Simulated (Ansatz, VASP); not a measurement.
# CoSn in VASP and in Ansatz

```
Co Sn
1.0
     5.29585    0.00000    0.00000
    -2.64792    4.58634    0.00000
     0.00000    0.00000    4.23043
Co Sn
3 3
Direct
  0.00000 0.50000 0.00000
  0.50000 0.50000 0.00000
  0.50000 0.00000 0.00000
  0.66667 0.33333 0.50000
  0.33333 0.66667 0.50000
  0.00000 0.00000 0.00000
```

Alike in both runs: task single point; functional PBE; k mesh 9 × 9 × 8; occupations gaussian, width 0.1 eV; no spin polarisation.

|  | VASP | Ansatz |
| --- | --- | --- |
| version | VASP 6.6.1 | Ansatz 0.2.0 |
| potentials or method | VASP PAW PBE potentials, release 64 (Co, Sn_d), cutoff 520 eV | scalar-relativistic, plane waves, PAW |
| valence electrons in the cell | 69 | 93 |

VASP gave:

```
gap on the k mesh at the Fermi level (eV)                     : none
pressure (GPa)                                                : -0.1
traceless stress, the component that is largest in VASP (GPa) : -0.07
```

Q: Estimate Ansatz's values.

A: gap on the k mesh at the Fermi level (eV): none; pressure (GPa): 0.0; traceless stress, the component that is largest in VASP (GPa): 0.00.

A gap of «none» marks a metal or a gap that the smearing closes. The functional is the same, so the differences come from potentials, cutoffs and numerics. VASP's potentials hold 69 valence electrons a cell and Ansatz's 93, so a difference there can come from the potentials and not from the codes.
